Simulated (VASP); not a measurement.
# Ag in VASP: single point with PBEsol

Aim: the single point of Ag with PBEsol.

Everything below comes from runs of VASP 6.6.1. Logs are shortened: lines on timing, memory, paths and dates and some standing lists are left out, and cuts for length are marked.

## 1. The cell of the first run

The cell holds a slab with vacuum, 10 atoms: a = 2.867 Å, b = 5.498 Å, c = 25.607 Å, α = 90.00°, β = 90.00°, γ = 105.12°.

## 2. Single point, PBEsol

INCAR

```
ALGO = Fast
DIPOL = 0.5 0.5 0.500
EDIFF = 1E-6
ENCUT = 520
GGA = PS
IDIPOL = 3
ISIF = 2
ISMEAR = 0
ISYM = 0
LASPH = T
LCHARG = T
LDIPOL = T
LELF = T
LREAL = F
LVACPOTAV = T
LVHAR = T
LWAVE = F
NBANDS = 66
NELM = 100
PREC = Accurate
SIGMA = 0.1
```

KPOINTS

```
k-points
0
Gamma
  12 7 1
```

POSCAR

```
Ag
1.0
    2.8670626724      0.0000000000      0.0000000000
   -1.4335313362      5.3073385862      0.0000000000
    0.0000000000      0.0000000000     25.6066151603
Ag
10
Direct
    0.4388364673      0.8776729346      0.2928930651
    0.7800314206      0.5600628412      0.3643092495
    0.0482704113      0.0965408225      0.3785924864
    0.3894653646      0.7789307291      0.4500086709
    0.6577043552      0.3154087104      0.4642919078
    0.9988993085      0.9977986170      0.5357080922
    0.2671382992      0.5342765983      0.5499913291
    0.6083332525      0.2166665049      0.6214075136
    0.8765722431      0.7531444863      0.6356907505
    0.2177671964      0.4355343929      0.7071069349
```

Potentials or basis: VASP PAW PBE potentials, release 64 (Ag).

On the command line:

```console
$ cat potpaw_PBE.64/Ag/POTCAR > POTCAR
$ mpirun -np 1 vasp_std > vasp.out
```

OUTCAR:

```text
EDIFF = 1E-6
   ENCUT = 520
   GGA = PS
   ISIF = 2
   ISMEAR = 0
   ISYM = 0
   LASPH = T
   LREAL = F
   NELM = 100
   PREC = Accurate

 ion  position               nearest neighbor table
   1  0.439  0.878  0.293-   3 2.87   3 2.87   2 2.87   2 2.87
   2  0.780  0.560  0.364-   4 2.87   4 2.87   1 2.87   1 2.87   3 2.87   3 2.87   3 2.87   5 2.87

   3  0.048  0.097  0.379-   1 2.87   1 2.87   5 2.87   5 2.87   2 2.87   2 2.87   2 2.87   4 2.87
                             4 2.87
   4  0.389  0.779  0.450-   6 2.87   6 2.87   2 2.87   2 2.87   7 2.87   5 2.87   5 2.87   5 2.87
                             3 2.87   3 2.87
   5  0.658  0.315  0.464-   7 2.87   7 2.87   3 2.87   3 2.87   6 2.87   6 2.87   4 2.87   4 2.87
                             4 2.87   2 2.87
   6  0.999  0.998  0.536-   4 2.87   4 2.87   8 2.87   8 2.87   5 2.87   5 2.87   7 2.87   7 2.87
                             7 2.87   9 2.87
   7  0.267  0.534  0.550-   5 2.87   5 2.87   9 2.87   9 2.87   4 2.87   6 2.87   6 2.87   6 2.87
                             8 2.87   8 2.87
   8  0.608  0.217  0.621-  10 2.87  10 2.87   6 2.87   6 2.87   9 2.87   9 2.87   9 2.87   7 2.87
                             7 2.87
   9  0.877  0.753  0.636-   7 2.87   7 2.87  10 2.87  10 2.87   8 2.87   8 2.87   8 2.87   6 2.87

  10  0.218  0.436  0.707-   8 2.87   8 2.87   9 2.87   9 2.87

IMPORTANT INFORMATION: All symmetrisations will be switched off!
NOSYMM: (Re-)initialisation of all symmetry stuff for point group C_1.

----------------------------------------------------------------------------------------

                                     Primitive cell

  volume of cell :     389.6424

  direct lattice vectors                    reciprocal lattice vectors
     2.867062672  0.000000000  0.000000000     0.348789027  0.094209177  0.000000000
    -1.433531336  5.307338586  0.000000000     0.000000000  0.188418354  0.000000000
     0.000000000  0.000000000 25.606615160     0.000000000  0.000000000  0.039052409

  length of vectors
     2.867062672  5.497531715 25.606615160     0.361288187  0.188418354  0.039052409

  position of ions in fractional coordinates (direct lattice)
     0.438836467  0.877672935  0.292893065
     0.780031421  0.560062841  0.364309250
     0.048270411  0.096540823  0.378592486
     0.389465365  0.778930729  0.450008671
     0.657704355  0.315408710  0.464291908
     0.998899309  0.997798617  0.535708092
     0.267138299  0.534276598  0.549991329
     0.608333253  0.216666505  0.621407514
     0.876572243  0.753144486  0.635690750
     0.217767196  0.435534393  0.707106935

  ion indices of the primitive-cell ions
   primitive index   ion index
                 1           1
                 2           2
                 3           3
                 4           4
                 5           5
                 6           6
                 7           7
                 8           8
                 9           9
                10          10

----------------------------------------------------------------------------------------

 KPOINTS: k-points

Automatic generation of k-mesh.
 Grid dimensions read from file:
 generate k-points for:   12    7    1

 Generating k-lattice:

  Cartesian coordinates                     Fractional coordinates (reciprocal lattice)
     0.029065752  0.007850765  0.000000000     0.083333333 -0.000000000  0.000000000
     0.000000000  0.026916908  0.000000000     0.000000000  0.142857143  0.000000000
     0.000000000  0.000000000  0.039052409     0.000000000  0.000000000  1.000000000

  Length of vectors
     0.030107349  0.026916908  0.039052409

  Shift w.r.t. Gamma in fractional coordinates (k-lattice)
     0.000000000  0.000000000  0.000000000

 -----------------------------------------------------------------------------
|                                                                             |
|           W    W    AA    RRRRR   N    N  II  N    N   GGGG   !!!           |
|           W    W   A  A   R    R  NN   N  II  NN   N  G    G  !!!           |
|           W    W  A    A  R    R  N N  N  II  N N  N  G       !!!           |
|           W WW W  AAAAAA  RRRRR   N  N N  II  N  N N  G  GGG   !            |
|           WW  WW  A    A  R   R   N   NN  II  N   NN  G    G                |
|           W    W  A    A  R    R  N    N  II  N    N   GGGG   !!!           |
|                                                                             |
|     Your reciprocal lattice and k-lattice belong to different lattice       |
|     classes:                                                                |
|                                                                             |
|        The reciprocal lattice is base centered orthorhombic,                |
|        whereas your k-lattice is simple monoclinic.                         |
|                                                                             |
|     Results are often still useful ...                                      |
|                                                                             |
 -----------------------------------------------------------------------------

 WARNING: IBZKPT: internal override: KBLOWUP is changed to .FALSE.
      ... skipping the blow-up phase ...

 Subroutine IBZKPT returns following result:
 ===========================================

 Found     43 irreducible k-points:

 Following reciprocal coordinates:
            Coordinates               Weight
  0.000000  0.000000  0.000000      1.000000
  0.083333 -0.000000  0.000000      2.000000
  0.166667 -0.000000  0.000000      2.000000
  0.250000 -0.000000  0.000000      2.000000
  0.333333 -0.000000  0.000000      2.000000
  0.416667 -0.000000  0.000000      2.000000
[... 16 lines left out ...]
  0.250000  0.285714  0.000000      2.000000
  0.333333  0.285714  0.000000      2.000000
 [... further k-points ...]
   k-points           NKPTS =     43   k-points in BZ     NKDIM =     43   number of bands    NBANDS=     66
   number of dos      NEDOS =    301   number of ions     NIONS =     10
   total plane-waves  NPLWV = 193536
   dimension x,y,z NGX =    24 NGY =   42 NGZ =  192
   dimension x,y,z NGXF=    48 NGYF=   84 NGZF=  384
   ions per type =              10
   NGX,Y,Z   is equivalent  to a cutoff of  13.92, 12.70, 12.47 a.u.
   NGXF,Y,Z  is equivalent  to a cutoff of  27.83, 25.40, 24.93 a.u.
 SYSTEM =  unknown system
   PREC   = accura    normal or accurate (medium, high low for compatibility)
   ISTART =      0    job   : 0-new  1-cont  2-samecut
   ICHARG =      2    charge: 1-file 2-atom 10-const
   ISPIN  =      1    spin polarized calculation?
   LNONCOLLINEAR =      F non collinear calculations
   LSORBIT =      F    spin-orbit coupling
   LASPH  =      T    aspherical Exc in radial PAW
   ENCUT  =  520.0 eV  38.22 Ry    6.18 a.u.   5.33 10.22 47.61*2*pi/ulx,y,z
   NELM   =    100;   NELMIN=  2; NELMDL= -5     # of ELM steps
   EDIFF  = 0.1E-05   stopping-criterion for ELM
   LREAL  =      F    real-space projection
   EDIFFG = 0.1E-04   stopping-criterion for IOM
   NSW    =      0    number of steps for IOM
   IBRION =     -1    ionic relax: 0-MD 1-quasi-New 2-CG
   NFREE  =      0    steps in history (QN), initial steepest desc. (CG)
   ISIF   =      2    stress and relaxation
   ISYM   =      0    0-nonsym 1-usesym 2-fastsym
   POTIM  = 0.5000    time-step for ionic-motion
   TEBEG  =    0.0;   TEEND  =   0.0 temperature during run
   PSTRESS=    0.0 pullay stress
   NELECT =     110.0000    total number of electrons
   NUPDOWN=      -1.0000    fix difference up-down
   EMIN   =  10.00;   EMAX   =-10.00  energy-range for DOS
   EFERMI =   0.00;   METHOD = LEGACY
   ISMEAR =     0;   SIGMA  =   0.10  broadening in eV -4-tet -1-fermi 0-gaus
   EFERMI_NEDOS =   21; number of points for ismear=-14 and -15
   IALGO  =     68    algorithm
   IMIX   =      4    mixing-type and parameters
     AMIX     =   0.40;   BMIX     =  1.00
     AMIX_MAG =   1.60;   BMIX_MAG =  1.00
  volume/ion in A,a.u.               =      38.96       262.94
  Fermi-wavevector in a.u.,A,eV,Ry     =   1.073949  2.029469 15.692504  1.153367
  Thomas-Fermi vector in A             =   2.209763
   LORBIT       =      0    0 simple, 1 ext, 2 COOP (PROOUT), +10 PAW based schemes
   GGA     = PS    functional components
   LHFCALC =     F    Hartree Fock is set to
   AEXX    =    0.0000 exact exchange contribution
   IVDW    =     0    specifies the selected vdW correction
   LEPSILON=     F    determine dielectric tensor
   LRPA    =     F    only Hartree local field effects (RPA)
 non-spin polarized calculation
 RMM-DIIS sequential band-by-band and
 Gauss-broadening in eV      SIGMA  =   0.10
  energy-cutoff  :      520.00
  volume of cell :      389.64
 maximum number of plane-waves:     10549
 NGX is ok and might be reduce to    24
   NGX = 11   NGY = 21   NGZ = 95

 dipolmoment           0.000000      0.000000      0.000006 electrons x Angstroem

 number of electron     110.0000004 magnetization

 dipolmoment           0.000000      0.000000     -0.000000 electrons x Angstroem

 Free energy of the ion-electron system (eV)
  ---------------------------------------------------
  ext. energy  EPLUGINS =         0.00000000
  ---------------------------------------------------
  free energy    TOTEN  =       -30.42372401 eV

  energy without entropy =      -30.40568313  energy(sigma->0) =      -30.41470357

 E-fermi :   1.1655     XC(G=0):  -6.1903

 val. band max:        1.1633701744   @ k =   0.1667  -0.0000   0.0000
 cond. band min:       1.1707609146   @ k =   0.1667   0.2857   0.0000
 fundamental gap:      0.0073907402
 Fermi energy:         1.1654909742

 k-point     1 :       0.0000    0.0000    0.0000
  band No.  band energies     occupation
      1      -6.4192      2.00000
      2      -5.5600      2.00000
      3      -5.1375      2.00000
      4      -5.0932      2.00000
      5      -5.0832      2.00000
      6      -4.9836      2.00000
[... 58 lines left out ...]
     65       5.5633      0.00000
     66       5.8515      0.00000

 k-point     2 :       0.0833   -0.0000    0.0000
  band No.  band energies     occupation
      1      -6.2666      2.00000
      2      -5.4230      2.00000
      3      -5.0575      2.00000
      4      -5.0135      2.00000
      5      -4.9677      2.00000
      6      -4.8848      2.00000
[... 58 lines left out ...]
     65       5.6784      0.00000
     66       5.9456      0.00000

 k-point     3 :       0.1667   -0.0000    0.0000
  band No.  band energies     occupation
      1      -5.8420      2.00000
      2      -5.0857      2.00000
      3      -4.8616      2.00000
      4      -4.8204      2.00000
      5      -4.7097      2.00000
      6      -4.6545      2.00000
[... 1438 lines left out ...]
     65       7.3662      0.00000
     66       7.6574      0.00000

 k-point    24 :       0.3333    0.2857    0.0000
  band No.  band energies     occupation
      1      -4.9562      2.00000
      2      -4.9520      2.00000
      3      -4.7545      2.00000
      4      -4.6970      2.00000
      5      -4.6657      2.00000
      6      -4.6187      2.00000
[... 58 lines left out ...]
     65       7.3066      0.00000
     66       7.6788      0.00000

 [... further k-points ...]

------------------------ aborting loop because EDIFF is reached ----------------------------------------

  FORCE on cell =-STRESS in cart. coord.  units (eV):
  Direction    XX          YY          ZZ          XY          YZ          ZX
  --------------------------------------------------------------------------------------
  -------------------------------------------------------------------------------------
  Total       -4.0011899     -2.9910383     -2.4285711      0.1640572     -0.2856225     -0.0061573
  in kB      -16.4525641    -12.2989039     -9.9860847      0.6745896     -1.1744563     -0.0253184
  external PRESSURE =     -12.9125176 kB  Pullay stress =       0.0000000 kB

 VOLUME and BASIS-vectors are now :
 -----------------------------------------------------------------------------
  energy-cutoff  :      520.00
  volume of cell :      389.64
      direct lattice vectors                 reciprocal lattice vectors
     2.867062672  0.000000000  0.000000000     0.348789027  0.094209177  0.000000000
    -1.433531336  5.307338586  0.000000000     0.000000000  0.188418354  0.000000000
     0.000000000  0.000000000 25.606615160     0.000000000  0.000000000  0.039052409

 POSITION                                       TOTAL-FORCE (eV/Angst)
 -----------------------------------------------------------------------------------
      0.00000      4.65811      7.50000         0.000065     -0.020542      0.502199
      1.43353      2.97244      9.32873         0.000130      0.008833     -0.208762
      0.00000      0.51237      9.69447         0.000525      0.070927     -0.255960
      0.00000      4.13405     11.52320        -0.000203      0.006812      0.088375
      1.43353      1.67398     11.88894         0.001588     -0.009354     -0.098681
      1.43353      5.29566     13.71767        -0.001473      0.009038      0.098452
      0.00000      2.83559     14.08342         0.000214     -0.006899     -0.088368
      1.43353      1.14992     15.91214        -0.000565     -0.070506      0.255989
      1.43353      3.99719     16.27789        -0.000095     -0.008464      0.208863
     -0.00000      2.31153     18.10662        -0.000187      0.020156     -0.502107
 -----------------------------------------------------------------------------------
    total drift:                                0.000074     -0.000146     -0.000416

  FREE ENERGIE OF THE ION-ELECTRON SYSTEM (eV)
  ---------------------------------------------------
  free  energy   TOTEN  =       -30.4237240069 eV

  energy  without entropy=      -30.4056831282  energy(sigma->0) =      -30.41470357

 vacuum level on the upper side and lower side of the slab         5.463         5.463
```

Run time: 51 min. Hardware: 1 thread of Oxide Virtual Turin-like, shared host; peak memory 0.89 GiB.

Results:

```yaml
Free_energy: -30.4237 eV
Largest_force: 0.503 eV/Å
Band_gap_on_the_k_mesh: zero (bands 55 and 56 overlap by 3.66 eV)
```

Forces on the atoms (eV/Å):
```
Ag   0.000 -0.021  0.502
Ag   0.000  0.009 -0.209
Ag   0.001  0.071 -0.256
Ag   0.000  0.007  0.088
Ag   0.002 -0.009 -0.099
Ag  -0.001  0.009  0.098
Ag   0.000 -0.007 -0.088
Ag  -0.001 -0.071  0.256
Ag   0.000 -0.008  0.209
Ag   0.000  0.020 -0.502
```

Caveat: the PAW data sets were made with another functional, which shifts forces and pressure a little.
